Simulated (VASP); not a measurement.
# SnSe2: single point with r2SCAN

Crystal: SnSe2.

```xyz
3
Lattice="3.8406 0.0000 0.0000 -1.9203 3.3260 0.0000 0.0000 0.0000 6.5233" Properties=species:S:1:pos:R:3 pbc="T T T"
Sn    0.0000    0.0000    0.0000
Se    0.0000    2.2174    1.5739
Se    1.9203    1.1087    4.9494
```

```
Program                : VASP 6.6.1
Task                   : single point
Functional             : r2SCAN
Potentials or basis    : VASP PAW PBE potentials, release 64 (Sn_d, Se)
Cutoff                 : 520 eV
k mesh                 : 12 × 12 × 6
Occupations            : gaussian, width 0.02 eV
Spin                   : no spin polarisation
Dipole correction      : no
Further INCAR settings : ALGO = Normal; EDIFF = 1e-06; NBANDS = 20
```

| Item | Value |
| --- | --- |
| Pressure | 0.1 GPa |
| Largest force | 0.012 eV/Å |
| Band gap on the k mesh | 1.02 eV (least direct gap 1.46 eV) |

Forces in eV/Å, atoms in the order of the input:
```
Sn   0.000  0.000  0.000
Se   0.000  0.000  0.012
Se   0.000  0.000 -0.012
```

Levels at points of the mesh, in eV from the valence-band top:
| k point | band 11 | band 12 | band 13 | band 14 | band 15 | band 16 |
| --- | --- | --- | --- | --- | --- | --- |
| (0.00, 0.00, 0.00) | -0.27 | -0.20 | -0.20 | 1.50 | 3.61 | 5.06 |
| (0.50, 0.00, 0.00) | -2.41 | -0.95 | -0.27 | 1.32 | 4.36 | 5.98 |
| (0.00, 0.00, 0.50) | -0.59 | -0.11 | -0.11 | 2.64 | 3.55 | 4.90 |
| (0.50, 0.00, 0.50) | -2.02 | -0.70 | -0.50 | 1.03 | 4.73 | 5.30 |

Wall time 9.3 min on 1 thread of Intel(R) Xeon(R) Platinum 8259CL CPU @ 2.50GHz (Skylake/Cascade Lake), with other jobs on the host, peak memory 0.33 GiB.

Caveat: the PAW data sets were made with another functional, which shifts forces and pressure a little; spin-orbit coupling is left out, which moves the levels of the heavy elements. A k mesh can miss the band edges.
